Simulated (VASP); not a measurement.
Here is a VASP 6.6.1 calculation.

File INCAR:

```
PREC     = Accurate       # precision mode
ENCUT    = 600            # plane-wave cutoff, eV
EDIFF    = 1E-6           # SCF threshold, eV
ISMEAR   = 0              # smearing method
SIGMA    = 0.05           # smearing width, eV
LREAL    = False          # projectors in reciprocal space
LASPH    = True           # aspherical terms in the spheres
NELM     = 120            # most SCF steps
ALGO     = Normal         # electronic algorithm
ISIF     = 2              # what is computed and relaxed
LWAVE    = False          # write WAVECAR
LCHARG   = False          # write CHGCAR
GGA      = B5             # functional
ALDAX    = 1.0          
AGGAX    = 1.0          
AGGAC    = 1.0          
ALDAC    = 0.0          
NBANDS   = 18             # bands
GGA_COMPAT= False
```

Contents of KPOINTS:

```
Automatic mesh
0
Gamma
  8 8 8
```

File POSCAR:

```
HfO2
1.0
    0.0000000000      2.5886456336      2.5886456336
    2.5886456336      0.0000000000      2.5886456336
    2.5886456336      2.5886456336      0.0000000000
Hf O
1 2
Direct
    0.0000000000      0.0000000000      0.0000000000
    0.2500000000      0.2500000000      0.2500000000
    0.7500000000      0.7500000000      0.7500000000
```

Potentials or basis: VASP PAW PBE potentials, release 64 (Hf_pv, O).

Run with:

```console
$ cat potpaw_PBE.64/Hf_pv/POTCAR potpaw_PBE.64/O/POTCAR > POTCAR
$ mpirun -np 1 vasp_std > vasp.out
```

(1) Predict the pressure.

(2) Predict the band gap on the k mesh.

Results:

(1) -7.3 GPa.

(2) 3.70 eV.

Caveat: the cell stands under tension; the PAW data sets were made with another functional, which shifts forces and pressure a little; spin-orbit coupling is left out, which moves the levels of the heavy elements.
